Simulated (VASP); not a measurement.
# Hg (P6/mmm) in VASP: notebook, part 2 of 2

VASP 6.6.1. The steps go on from the part before.

## Step 5: Single point, PBE

This run uses another cell than the first one, of 17.68 Å³/atom, 1.333 times its volume.

The input, INCAR:

```
ALGO = Normal
EDIFF = 1E-7
ENCUT = 520
GGA = PE
ISIF = 2
ISMEAR = -1
LASPH = True
LCHARG = False
LREAL = False
LWAVE = False
NBANDS = 25
NELM = 100
PREC = Accurate
SIGMA = 0.05
```

The input, KPOINTS:

```
k-points
0
Gamma
  7 7 10
```

The input, POSCAR:

```
Hg
1.0
    4.7303210081      0.0000000000      0.0000000000
   -2.3651605040      4.0965781611      0.0000000000
    0.0000000000      0.0000000000      2.7376047657
Hg
3
Direct
    0.0000000000      0.0000000000      0.0000000000
    0.3333333333      0.6666666667      0.5000000000
    0.6666666667      0.3333333333      0.5000000000
```

Potentials or basis: VASP PAW PBE potentials, release 64 (Hg).

The run is started by

```
cat potpaw_PBE.64/Hg/POTCAR > POTCAR
mpirun -np 1 vasp_std > vasp.out
```

OUTCAR:

```text
EDIFF = 1E-7
   ENCUT = 520
   GGA = PE
   ISIF = 2
   ISMEAR = -1
   LASPH = True
   LREAL = False
   NELM = 100
   PREC = Accurate

 ion  position               nearest neighbor table
   1  0.000  0.000  0.000-   2 3.05   3 3.05   2 3.05   3 3.05   3 3.05   3 3.05   2 3.05   2 3.05
                             3 3.05   3 3.05   2 3.05   2 3.05
   2  0.333  0.667  0.500-   3 2.73   3 2.73   3 2.73   1 3.05   1 3.05   1 3.05   1 3.05   1 3.05
                             1 3.05   3 3.87   3 3.87   3 3.87   3 3.87   3 3.87   3 3.87
   3  0.667  0.333  0.500-   2 2.73   2 2.73   2 2.73   1 3.05   1 3.05   1 3.05   1 3.05   1 3.05
                             1 3.05   2 3.87   2 3.87   2 3.87   2 3.87   2 3.87   2 3.87
[... 873 lines left out ...]
  -------------------------------------------------------------------------------------
  Total       14.1995130     14.1995130     14.4090015      0.0000000      0.0000000     -0.0000000
  in kB      428.8460613    428.8460613    435.1729206      0.0000000      0.0000000     -0.0000000
  external PRESSURE =     430.9550144 kB  Pullay stress =       0.0000000 kB

 VOLUME and BASIS-vectors are now :
 -----------------------------------------------------------------------------
  energy-cutoff  :      520.00
  volume of cell :       53.05
      direct lattice vectors                 reciprocal lattice vectors
     4.730321008  0.000000000  0.000000000     0.211402143  0.122053084  0.000000000
    -2.365160504  4.096578161  0.000000000     0.000000000  0.244106169  0.000000000
     0.000000000  0.000000000  2.737604766     0.000000000  0.000000000  0.365282824

 POSITION                                       TOTAL-FORCE (eV/Angst)
 -----------------------------------------------------------------------------------
      0.00000      0.00000      0.00000         0.000000      0.000000      0.000000
     -0.00000      2.73105      1.36880         0.000000      0.000000      0.000000
      2.36516      1.36553      1.36880        -0.000000      0.000000     -0.000000
 -----------------------------------------------------------------------------------
    total drift:                                0.000000      0.000000     -0.000000

  FREE ENERGIE OF THE ION-ELECTRON SYSTEM (eV)
  ---------------------------------------------------
  free  energy   TOTEN  =         1.8671024756 eV

  energy  without entropy=        1.8748434997  energy(sigma->0) =        1.87097299
```

OSZICAR:

```text
N       E                     dE             d eps       ncg     rms          rms(c)
DAV:   1     0.321984271795E+03    0.32198E+03   -0.19366E+04  2400   0.148E+03
DAV:   2     0.910372636592E+01   -0.31288E+03   -0.29964E+03  2427   0.398E+02
DAV:   3     0.170100458198E+01   -0.74027E+01   -0.73715E+01  2859   0.695E+01
DAV:   4     0.168555536658E+01   -0.15449E-01   -0.15443E-01  2633   0.284E+00
DAV:   5     0.168553727619E+01   -0.18090E-04   -0.18091E-04  2895   0.101E-01    0.173E+01
DAV:   6     0.183636807579E+01    0.15083E+00   -0.25535E-01  2730   0.528E+00    0.111E+01
DAV:   7     0.186286536288E+01    0.26497E-01   -0.10790E-01  2724   0.312E+00    0.109E+00
DAV:   8     0.186716250075E+01    0.42971E-02   -0.23167E-02  2539   0.163E+00    0.134E-01
DAV:   9     0.186713174174E+01   -0.30759E-04   -0.12060E-04  2849   0.912E-02    0.373E-02
DAV:  10     0.186710429495E+01   -0.27447E-04   -0.17177E-05  2632   0.381E-02    0.783E-03
DAV:  11     0.186710239612E+01   -0.18988E-05   -0.31102E-06  2842   0.168E-02    0.173E-03
DAV:  12     0.186710247561E+01    0.79486E-07   -0.38892E-08  1584   0.193E-03
   1 F= 0.18671025E+01 E0= 0.18709730E+01  d E =-.774102E-02
```

stdout:

```text
POSCAR found type information on POSCAR Hg
 POSCAR found :  1 types and       3 ions
 scaLAPACK will be used
 LDA part: xc-table for (Slater+PW92), standard interpolation
 POSCAR, INCAR and KPOINTS ok, starting setup
 FFT: planning ... GRIDC
 FFT: planning ... GRID_SOFT
 FFT: planning ... GRID
 WAVECAR not read
 entering main loop
```

It took 98 s on 1 thread of AMD EPYC 7R13, shared host; peak memory 0.17 GiB.

What came out:

```yaml
Free_energy: 1.8671 eV
Pressure: 43.1 GPa
Band_gap_on_the_k_mesh: zero (band 18 reaches 9.53 eV, above the bottom of band 19 at 4.85 eV)
```

Stress tensor (GPa, compression positive):
```
42.88  0.00  0.00
 0.00 42.88  0.00
 0.00  0.00 43.52
```

Caveat: spin-orbit coupling is left out, which moves the levels of the heavy elements.

## Step 6: Single point, PBE

The input, INCAR:

```
SYSTEM = Hg
  PREC = Accurate
  ENCUT = 520
  EDIFF = 1E-6
  ISMEAR = -1
  SIGMA = 0.05
  LREAL = .FALSE.
  LASPH = .TRUE.
  NELM = 80
  ALGO = Normal
  ISIF = 2
  LWAVE = .FALSE.
  LCHARG = .FALSE.
  GGA = PE
  NBANDS = 25
```

The input, KPOINTS:

```
regular mesh
0
G
  7 7 10
  0 0 0
```

POSCAR is that of step 5.

Potentials or basis: VASP PAW PBE potentials, release 64 (Hg).

The run is started by

```
cat potpaw_PBE.64/Hg/POTCAR > POTCAR
mpirun -np 1 vasp_std > vasp.out
```

Run time: 1.7 min. Hardware: 1 thread of AMD EPYC 7R13, shared host; peak memory 0.16 GiB.

It converged, with:

```
Free energy            : 1.8671 eV
Pressure               : 43.1 GPa
Band gap on the k mesh : zero (band 18 reaches 9.53 eV, above the bottom of band 19 at 4.85 eV)
```

Stress tensor (GPa, compression positive):
```
42.89  0.00  0.00
 0.00 42.89  0.00
 0.00  0.00 43.52
```

Levels at points of the mesh, in eV from the Fermi level:
| k point | band 15 | band 16 | band 17 | band 18 | band 19 | band 20 | band 21 | band 22 |
| --- | --- | --- | --- | --- | --- | --- | --- | --- |
| (0.00, 0.00, 0.00) | -6.36 | -6.36 | -0.83 | -0.22 | 1.64 | 1.64 | 1.65 | 1.65 |
| (0.00, 0.00, 0.50) | -5.72 | -3.50 | -3.17 | 3.67 | 3.86 | 4.45 | 4.45 | 4.92 |

Caveat: spin-orbit coupling is left out, which moves the levels of the heavy elements.
